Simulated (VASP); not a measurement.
Write the native input for VASP 6.6.1 that does the following.

```
Task                   : single point
Functional             : PBE
Potentials or basis    : VASP PAW PBE potentials, release 64 (Mo_sv)
Cutoff                 : 520 eV
k mesh                 : 23 × 23 × 7
Occupations            : gaussian, width 0.15 eV
Spin                   : no spin polarisation
Dipole correction      : no
Further INCAR settings : ALGO = Fast; EDIFF = 1e-06; NBANDS = 36
```

The structure of Mo lies in POSCAR:

```
Mo
1.0
   -1.5802194352      1.5802194352     -1.5802194352
   -1.5802194352     -1.5802194352      1.5802194352
    0.0000000000      6.8512078265      6.8512078265
Mo
4
Direct
    0.0000000000      0.0000000000      0.8072690485
    0.5000000000      0.5000000000      0.1153241498
    0.0000000000      0.0000000000      0.3459724493
    0.5000000000      0.5000000000      0.5766207489
```

This cell differs from its parent crystal: the distance across one plane changed.

These files were run (other wordings do the same):

INCAR

```
SYSTEM = Mo
PREC = Accurate
ENCUT = 520
EDIFF = 1E-6
ISMEAR = 0
SIGMA = 0.15
LREAL = .FALSE.
LASPH = .TRUE.
NELM = 80
ALGO = Fast
ISIF = 2
LWAVE = .FALSE.
LCHARG = .TRUE.
GGA = PE
LELF = .TRUE.
LVHAR = .TRUE.
NBANDS = 36
```

KPOINTS

```
Automatic mesh
0
G
  23 23 7
  0 0 0
```

Potentials or basis: VASP PAW PBE potentials, release 64 (Mo_sv).

Launch:

```bash
$ cat potpaw_PBE.64/Mo_sv/POTCAR > POTCAR
$ mpirun -np 1 vasp_std > vasp.out
```

Results of the run:

```yaml
Pressure: -9.3 GPa
Largest_force: 1.287 eV/Å
Band_gap_on_the_k_mesh: zero (bands 28 and 29 overlap by 2.29 eV)
```

Caveat: the cell differs from its parent crystal (the distance across one plane changed); the cell stands under tension; forces of over 1 eV/Å act on the atoms, so gaps and moduli don't describe the material at rest.

Wall time 30 min on 1 thread of Oxide Virtual Turin-like Processor, with other jobs on the host, peak memory 0.91 GiB.
